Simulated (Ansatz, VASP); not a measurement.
Mo in VASP and in Ansatz

File INCAR:

```
PREC     = Accurate       # precision mode
ENCUT    = 520            # plane-wave cutoff, eV
EDIFF    = 1E-6           # SCF threshold, eV
ISMEAR   = 0              # smearing method
SIGMA    = 0.15           # smearing width, eV
LREAL    = False          # projectors in reciprocal space
LASPH    = True           # aspherical terms in the spheres
NELM     = 100            # most SCF steps
ALGO     = Fast           # electronic algorithm
ISIF     = 2              # what is computed and relaxed
LWAVE    = False          # write WAVECAR
LCHARG   = False          # write CHGCAR
GGA      = PS             # functional
NBANDS   = 13             # bands
```

KPOINTS

```
Automatic mesh
0
Gamma
  24 24 24
```

Contents of POSCAR:

```
Mo
1.0
   -1.5218737400      1.5218737400      1.6740611140
    1.5218737400     -1.5218737400      1.6740611140
    1.5218737400      1.5218737400     -1.6740611140
Mo
1
Direct
    0.0000000000      0.0000000000      0.0000000000
```

Input for Ansatz:

```yaml
crystal:
  lattice:
    - [-1.52187374, 1.52187374, 1.674061114]
    - [1.52187374, -1.52187374, 1.674061114]
    - [1.52187374, 1.52187374, -1.674061114]
  atoms:
    - { symbol: Mo, position: [0.0, 0.0, 0.0] }
basis:
  ecutwfc: 420
kpoints:
  mp_grid: { grid: [24, 24, 24] }
hamiltonian:
  xc: pbesol
scf:
  occupations: { method: gaussian, width: 0.15 }
output:
  forces: true
  stress: true
  eigenvalues: true
```

Alike in both runs: task single point; functional PBEsol; k mesh 24 × 24 × 24; occupations gaussian, width 0.15 eV; no spin polarisation.

|  | VASP | Ansatz |
| --- | --- | --- |
| version | VASP 6.6.1 | Ansatz 0.2.0 |
| potentials or method | VASP PAW PBE potentials, release 64 (Mo_sv), cutoff 520 eV | scalar-relativistic, plane waves, PAW |
| valence electrons in the cell | 14 | 14 |

Ansatz gave:

* gap on the k mesh at the Fermi level (eV): none
* pressure (GPa): -2.1
* traceless stress, the component that is largest in VASP (GPa): -17.34

**Question.** Which values does VASP return?

**Answer.** gap on the k mesh at the Fermi level (eV): none; pressure (GPa): -1.6; traceless stress, the component that is largest in VASP (GPa): -17.33.

VASP's potentials were made for PBE, not for PBEsol. A gap of «none» marks a metal or a gap that the smearing closes.
